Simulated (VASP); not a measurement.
Input of a VASP 6.6.1 run:

INCAR

```
PREC = Accurate
ENCUT = 600
EDIFF = 1E-6
ISMEAR = 0
SIGMA = 0.1
LREAL = False
LASPH = True
NELM = 120
ALGO = Normal
ISIF = 2
LWAVE = False
LCHARG = False
GGA = PS
NBANDS = 11
GGA_COMPAT = False
```

The input KPOINTS:

```
Automatic mesh
0
Gamma
  8 8 8
```

The input POSCAR:

```
MgO
1.0
    0.0000000000      2.0609745682      2.0609745682
    2.0609745682      0.0000000000      2.0609745682
    2.0609745682      2.0609745682      0.0000000000
Mg O
1 1
Direct
    0.0000000000      0.0000000000      0.0000000000
    0.5000000000      0.5000000000      0.5000000000
```

Potentials or basis: VASP PAW PBE potentials, release 64 (Mg, O).

Run with:

```sh
$ cat potpaw_PBE.64/Mg/POTCAR potpaw_PBE.64/O/POTCAR > POTCAR
$ mpirun -np 1 vasp_std > vasp.out
```

(1) Predict the band gap on the k mesh.

(2) Estimate the pressure.

## Answers

(1) 5.29 eV, direct.

(2) 11.4 GPa.

Caveat: the PAW data sets were made with another functional, which shifts forces and pressure a little.
